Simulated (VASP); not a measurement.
Here is a VASP 6.6.1 calculation.

File INCAR:

```
ALGO     = Normal         # electronic algorithm
EDIFF    = 1E-6           # SCF threshold, eV
ENCUT    = 520            # plane-wave cutoff, eV
GGA      = PS             # functional
ISIF     = 2              # what is computed and relaxed
ISMEAR   = 0              # smearing method
LASPH    = T              # aspherical terms in the spheres
LCHARG   = F              # write CHGCAR
LREAL    = F              # projectors in reciprocal space
LWAVE    = F              # write WAVECAR
NBANDS   = 16             # bands
NELM     = 100            # most SCF steps
PREC     = Accurate       # precision mode
SIGMA    = 0.05           # smearing width, eV
```

KPOINTS

```
k-points
0
Gamma
  9 9 6
```

POSCAR

```
AlN
1.0
    3.3610000000      0.0000000000      0.0000000000
   -1.6805000000      2.9107113821      0.0000000000
    0.0000000000      0.0000000000      4.3069000000
Al N
2 2
Direct
    0.3333333333      0.6666666667      0.7500000000
    0.6666666667      0.3333333333      0.2500000000
    0.3333333333      0.6666666667      0.2500000000
    0.6666666667      0.3333333333      0.7500000000
```

Potentials or basis: VASP PAW PBE potentials, release 64 (Al, N).

The run is started by

```console
$ cat potpaw_PBE.64/Al/POTCAR potpaw_PBE.64/N/POTCAR > POTCAR
$ mpirun -np 1 vasp_std > vasp.out
```

(1) What does it give for the pressure?

(2) What does it give for the band gap on the k mesh?

Answers

(1) -13.5 GPa.

(2) 2.72 eV, direct.

Caveat: the PAW data sets were made with another functional, which shifts forces and pressure a little.
